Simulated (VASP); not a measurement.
# Li3P2 (P-3m1) in VASP: notebook

Runs on Li3P2. Level: PBE. Tasks: single point, relaxation of cell and atoms.

All numbers are computed with VASP 6.6.1; they aren't measurements. Logs are shortened: lines on timing, memory, paths and dates and some standing lists are left out, and cuts for length are marked.

## Step 1: The cell of the first run

Symmetry: P-3m1, No. 164, trigonal system. Conventional cell: a = 4.201 Å, b = 4.201 Å, c = 5.137 Å, α = 90.00°, β = 90.00°, γ = 120.00°. Within 3.5 Å of Li (site symmetry -3m) lie 6 P at 2.63 Å and 6 Li at 2.92 Å. Li (site symmetry 3m) has 5 P at 2.49 to 2.64 Å and 6 Li at 2.92 to 3.07 Å within 3.3 Å. Within 3.3 Å of P (site symmetry 3m) lie 8 Li at 2.49 to 2.64 Å and 3 P at 3.17 Å.

## Step 2: Single point, PBE

Contents of INCAR:

```
  PREC = Accurate
  ENCUT = 520
  EDIFF = 1E-6
  ISMEAR = 0
  SIGMA = 0.1
  LREAL = F
  LASPH = T
  NELM = 60
  ALGO = Normal
  ISIF = 2
  LWAVE = F
  LCHARG = F
  GGA = PE
  NBANDS = 18
```

Contents of KPOINTS:

```
Automatic mesh
0
Gamma
  6 6 4
```

Contents of POSCAR:

```
Li3P2
1.0
    4.2013825401      0.0000000000      0.0000000000
   -2.1006912700      3.6385040107      0.0000000000
    0.0000000000      0.0000000000      5.1368206715
Li P
3 2
Direct
    0.0000000000      0.0000000000      0.0000000000
    0.3333333333      0.6666666667      0.6838233437
    0.6666666667      0.3333333333      0.3161766563
    0.3333333333      0.6666666667      0.1983263221
    0.6666666667      0.3333333333      0.8016736779
```

Potentials or basis: VASP PAW PBE potentials, release 64 (Li_sv, P).

Run with:

```
> cat potpaw_PBE.64/Li_sv/POTCAR potpaw_PBE.64/P/POTCAR > POTCAR
> mpirun -np 1 vasp_std > vasp.out
```

OUTCAR:

```text
PREC = Accurate
   ENCUT = 520
   EDIFF = 1E-6
   ISMEAR = 0
   LREAL = F
   LASPH = T
   NELM = 60
   ISIF = 2
   GGA = PE

 ion  position               nearest neighbor table
   1  0.000  0.000  0.000-   4 2.63   5 2.63   4 2.63   5 2.63   5 2.63   4 2.63
   2  0.333  0.667  0.684-   4 2.49   5 2.50   5 2.50   5 2.50   4 2.64
   3  0.667  0.333  0.316-   5 2.49   4 2.50   4 2.50   4 2.50   5 2.64
   4  0.333  0.667  0.198-   2 2.49   3 2.50   3 2.50   3 2.50   1 2.63   1 2.63   1 2.63   2 2.64

   5  0.667  0.333  0.802-   3 2.49   2 2.50   2 2.50   2 2.50   1 2.63   1 2.63   1 2.63   3 2.64

  LATTYP: Found a hexagonal cell.
 ALAT       =     4.2013825401
 C/A-ratio  =     1.2226500735

  Lattice vectors:

 A1 = (   4.2013825401,   0.0000000000,   0.0000000000)
 A2 = (  -2.1006912700,   3.6385040107,   0.0000000000)
 A3 = (   0.0000000000,   0.0000000000,   5.1368206715)

Analysis of symmetry for initial positions (statically):
=====================================================================
 Subroutine PRICEL returns:
 Original cell was already a primitive cell.

 Routine SETGRP: Setting up the symmetry group for a
 hexagonal supercell.

 Subroutine GETGRP returns: Found 12 space group operations
 (whereof 12 operations were pure point group operations)
 out of a pool of 24 trial point group operations.

The static configuration has the point symmetry D_3d.

Analysis of symmetry for dynamics (positions and initial velocities):
=====================================================================
 Subroutine PRICEL returns:
 Original cell was already a primitive cell.

 Routine SETGRP: Setting up the symmetry group for a
 hexagonal supercell.

 Subroutine GETGRP returns: Found 12 space group operations
 (whereof 12 operations were pure point group operations)
 out of a pool of 24 trial point group operations.

The dynamic configuration has the point symmetry D_3d.

 Subroutine INISYM returns: Found 12 space group operations
 (whereof 12 operations are pure point group operations),
 and found     1 'primitive' translations

[... 96 lines left out ...]
   LASPH  =      T    aspherical Exc in radial PAW
   ENCUT  =  520.0 eV  38.22 Ry    6.18 a.u.   7.81  7.81  9.55*2*pi/ulx,y,z
   NELM   =     60;   NELMIN=  2; NELMDL= -5     # of ELM steps
   EDIFF  = 0.1E-05   stopping-criterion for ELM
   LREAL  =      F    real-space projection
   EDIFFG = 0.1E-04   stopping-criterion for IOM
   NSW    =      0    number of steps for IOM
   IBRION =     -1    ionic relax: 0-MD 1-quasi-New 2-CG
   NFREE  =      0    steps in history (QN), initial steepest desc. (CG)
   ISIF   =      2    stress and relaxation
   ISYM   =      2    0-nonsym 1-usesym 2-fastsym
   POTIM  = 0.5000    time-step for ionic-motion
   TEBEG  =    0.0;   TEEND  =   0.0 temperature during run
   PSTRESS=    0.0 pullay stress
   NELECT =      19.0000    total number of electrons
   NUPDOWN=      -1.0000    fix difference up-down
   EMIN   =  10.00;   EMAX   =-10.00  energy-range for DOS
   EFERMI =   0.00;   METHOD = LEGACY
   ISMEAR =     0;   SIGMA  =   0.10  broadening in eV -4-tet -1-fermi 0-gaus
   EFERMI_NEDOS =   21; number of points for ismear=-14 and -15
   IALGO  =     38    algorithm
   IMIX   =      4    mixing-type and parameters
     AMIX     =   0.40;   BMIX     =  1.00
     AMIX_MAG =   1.60;   BMIX_MAG =  1.00
  volume/ion in A,a.u.               =      15.71       105.98
  Fermi-wavevector in a.u.,A,eV,Ry     =   1.020132  1.927769 14.159154  1.040668
  Thomas-Fermi vector in A             =   2.153684
   LORBIT       =      0    0 simple, 1 ext, 2 COOP (PROOUT), +10 PAW based schemes
   GGA     = PE    functional components
   LHFCALC =     F    Hartree Fock is set to
   AEXX    =    0.0000 exact exchange contribution
   IVDW    =     0    specifies the selected vdW correction
   LEPSILON=     F    determine dielectric tensor
   LRPA    =     F    only Hartree local field effects (RPA)
 non-spin polarized calculation
 Gauss-broadening in eV      SIGMA  =   0.10
  energy-cutoff  :      520.00
  volume of cell :       78.53
 maximum number of plane-waves:      2149
 NGX is ok and might be reduce to    32
   NGX = 15   NGY = 15   NGZ = 19

 number of electron      18.9999997 magnetization

 Free energy of the ion-electron system (eV)
  ---------------------------------------------------
  ext. energy  EPLUGINS =         0.00000000
  ---------------------------------------------------
  free energy    TOTEN  =       -17.62031517 eV

  energy without entropy =      -17.60446468  energy(sigma->0) =      -17.61238993

 E-fermi :   3.2596     XC(G=0):  -8.9400

 val. band max:        3.2573191532   @ k =   0.3333  -0.0000   0.5000
 cond. band min:       3.2614950800   @ k =   0.5000   0.0000   0.2500
 fundamental gap:      0.0041759267
 Fermi energy:         3.2596291397

 k-point     1 :       0.0000    0.0000    0.0000
  band No.  band energies     occupation
      1     -42.1693      2.00000
      2     -41.9474      2.00000
      3     -41.9377      2.00000
      4      -7.6098      2.00000
      5      -4.9394      2.00000
      6      -0.2214      2.00000
[... 481 lines left out ...]
      5      -6.1114      2.00000
      6      -0.0930      2.00000
[... 10 lines left out ...]
     17      10.4245      0.00000
     18      11.4891      0.00000

------------------------ aborting loop because EDIFF is reached ----------------------------------------

  FORCE on cell =-STRESS in cart. coord.  units (eV):
  Direction    XX          YY          ZZ          XY          YZ          ZX
  --------------------------------------------------------------------------------------
  -------------------------------------------------------------------------------------
  Total        0.1299588      0.1299588     -0.0221763      0.0000000      0.0000000      0.0000000
  in kB        2.6515932      2.6515932     -0.4524706      0.0000000      0.0000000      0.0000000
  external PRESSURE =       1.6169053 kB  Pullay stress =       0.0000000 kB

 VOLUME and BASIS-vectors are now :
 -----------------------------------------------------------------------------
  energy-cutoff  :      520.00
  volume of cell :       78.53
      direct lattice vectors                 reciprocal lattice vectors
     4.201382540  0.000000000  0.000000000     0.238016889  0.137419115  0.000000000
    -2.100691270  3.638504011  0.000000000     0.000000000  0.274838229  0.000000000
     0.000000000  0.000000000  5.136820671     0.000000000  0.000000000  0.194672943

 POSITION                                       TOTAL-FORCE (eV/Angst)
 -----------------------------------------------------------------------------------
      0.00000      0.00000      0.00000        -0.000000      0.000000      0.000000
     -0.00000      2.42567      3.51268         0.000000     -0.000000      0.006991
      2.10069      1.21283      1.62414        -0.000000      0.000000     -0.006991
     -0.00000      2.42567      1.01877        -0.000000     -0.000000      0.018357
      2.10069      1.21283      4.11805        -0.000000      0.000000     -0.018357
 -----------------------------------------------------------------------------------
    total drift:                               -0.000000      0.000000      0.000000

  FREE ENERGIE OF THE ION-ELECTRON SYSTEM (eV)
  ---------------------------------------------------
  free  energy   TOTEN  =       -17.6203151703 eV

  energy  without entropy=      -17.6044646846  energy(sigma->0) =      -17.61238993
```

OSZICAR:

```text
N       E                     dE             d eps       ncg     rms          rms(c)
DAV:   1     0.770559596107E+02    0.77056E+02   -0.72850E+03   864   0.100E+03
DAV:   2    -0.661471521749E+01   -0.83671E+02   -0.80673E+02  1058   0.216E+02
DAV:   3    -0.172757078654E+02   -0.10661E+02   -0.10568E+02  1624   0.484E+01
DAV:   4    -0.176700326408E+02   -0.39432E+00   -0.39341E+00  1160   0.128E+01
DAV:   5    -0.176938576231E+02   -0.23825E-01   -0.23820E-01  1370   0.246E+00    0.355E+00
DAV:   6    -0.176348367937E+02    0.59021E-01   -0.40610E-02  1166   0.948E-01    0.214E+00
DAV:   7    -0.176189273282E+02    0.15909E-01   -0.59195E-02  1278   0.111E+00    0.245E-01
DAV:   8    -0.176200283616E+02   -0.11010E-02   -0.11737E-02  1182   0.569E-01    0.130E-01
DAV:   9    -0.176202309644E+02   -0.20260E-03   -0.54820E-04  1176   0.137E-01    0.489E-02
DAV:  10    -0.176203075191E+02   -0.76555E-04   -0.15093E-04  1022   0.664E-02    0.147E-02
DAV:  11    -0.176203128639E+02   -0.53448E-05   -0.12078E-05  1270   0.247E-02    0.950E-03
DAV:  12    -0.176203151509E+02   -0.22869E-05   -0.39426E-06   980   0.976E-03    0.648E-03
DAV:  13    -0.176203151703E+02   -0.19406E-07   -0.28330E-07   634   0.304E-03
   1 F= -.17620315E+02 E0= -.17612390E+02  d E =-.158505E-01
```

It took 13 s on 1 thread of Intel Xeon 6975P-C (Granite Rapids), shared host; peak memory 0.19 GiB.

What came out:

- Free energy: -17.6203 eV
- Largest force: 0.018 eV/Å
- Band gap on the k mesh: zero (an odd number of electrons rules out a gap without spin polarisation)

Forces on the atoms (eV/Å):
```
Li   0.000  0.000  0.000
Li   0.000  0.000  0.007
Li   0.000  0.000 -0.007
P    0.000  0.000  0.018
P    0.000  0.000 -0.018
```

Caveat: the cutoff is under 1.25 times the usual one of these potentials, so pressure, stress and relaxed cells hold a basis-set (Pulay) error.

[end of part 1 of 2]
